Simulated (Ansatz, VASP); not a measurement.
## One calculation of GaN, two programs

```
CELL_PARAMETERS angstrom
0.00000 2.19716 2.30984
2.19716 0.00000 2.30984
2.19716 2.19716 0.00000
ATOMIC_POSITIONS crystal
Ga 0.00000 0.00000 0.00000
N 0.75000 0.75000 0.75000
```

Change from the starting cell: strain -0.025 along x and y, +0.025 along z, atoms carried along.

Alike in both runs: task single point; functional r2SCAN; k mesh 10 × 10 × 10; occupations gaussian, width 0.05 eV; no spin polarisation.

|  | VASP | Ansatz |
| --- | --- | --- |
| version | VASP 6.6.1 | Ansatz 0.2.0 |
| potentials or method | VASP PAW PBE potentials, release 64 (Ga_d, N), cutoff 520 eV | scalar-relativistic, plane waves, PAW |
| valence electrons in the cell | 18 | 18 |

Ansatz gave:

```
gap on the k mesh at the Fermi level (eV)                     : 2.21
least direct gap on the mesh (eV)                             : 2.21
pressure (GPa)                                                : 3.9
traceless stress, the component that is largest in VASP (GPa) : -4.90
```

Problem. Which values does VASP return?

Solution. gap on the k mesh at the Fermi level (eV): 2.20; least direct gap on the mesh (eV): 2.20; pressure (GPa): 5.1; traceless stress, the component that is largest in VASP (GPa): -4.79.

VASP's potentials were made for PBE, not for r2SCAN. The functional is the same, so the differences come from potentials, cutoffs and numerics.
